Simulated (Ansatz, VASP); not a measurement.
**One calculation of Hg, two programs**

```xyz
4
Lattice="3.5899 0.0000 0.0000 -1.7950 3.1090 0.0000 0.0000 0.0000 11.2441" Properties=species:S:1:pos:R:3 pbc="T T T"
Hg    0.0000    0.0000    0.0000
Hg    0.0000    2.0726    2.8110
Hg    0.0000    0.0000    5.6221
Hg    1.7950    1.0363    8.4331
```

Alike in both runs: functional PBE; k mesh 12 × 12 × 4; occupations gaussian, width 0.01 eV; no spin polarisation.

Ansatz relaxed the structure, and its values are those at the end. VASP's run is a single point on that final structure, the one shown.

|  | VASP | Ansatz |
| --- | --- | --- |
| version | VASP 6.6.1 | Ansatz 0.2.0 |
| potentials or method | VASP PAW PBE potentials, release 64 (Hg), cutoff 520 eV | scalar-relativistic, plane waves, PAW |
| valence electrons in the cell | 48 | 80 |

Ansatz gave:

- gap on the k mesh at the Fermi level (eV): 0.30
- least direct gap on the mesh (eV): 0.74
- pressure (GPa): 0.0

Task: Which values does VASP return?

Result: gap on the k mesh at the Fermi level (eV): 0.31; least direct gap on the mesh (eV): 0.75; pressure (GPa): 0.0.

VASP's potentials hold 48 valence electrons a cell and Ansatz's 80, so a difference there can come from the potentials and not from the codes.

Spin-orbit coupling is off throughout.
